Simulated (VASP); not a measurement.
A run of VASP 6.6.1:

Contents of INCAR:

```
SYSTEM = CsRe
  PREC = Accurate
  ENCUT = 600
  EDIFF = 1E-6
  ISMEAR = 0
  SIGMA = 0.1
  LREAL = .False.
  LASPH = .True.
  NELM = 80
  ALGO = Fast
  ISIF = 3
  LWAVE = .False.
  LCHARG = .False.
  GGA = PE
  IBRION = 2
  NSW = 100
  EDIFFG = -0.01
```

Contents of KPOINTS:

```
regular mesh
0
Gamma
  16 16 16
  0 0 0
```

File POSCAR:

```
CsRe
1.0
    3.6518405917      0.0000000000      0.0000000000
    0.0000000000      3.6518405917      0.0000000000
    0.0000000000      0.0000000000      3.6518405917
Cs Re
1 1
Direct
    0.0000000000      0.0000000000      0.0000000000
    0.5000000000      0.5000000000      0.5000000000
```

Potentials or basis: VASP PAW PBE potentials, release 64 (Cs_sv, Re).

Launch:

```bash
$ cat potpaw_PBE.64/Cs_sv/POTCAR potpaw_PBE.64/Re/POTCAR > POTCAR
$ mpirun -np 1 vasp_std > vasp.out
```

Hardware: 1 thread of Intel Xeon 6975P-C, with other jobs on the host.

**Question.** Estimate the wall time of this run.

**Answer.** Wall time 3.8 min on 1 thread of Intel Xeon 6975P-C (shared host), peak memory 0.29 GiB. Counts: scf iterations 31, k points 165, ion steps 3.
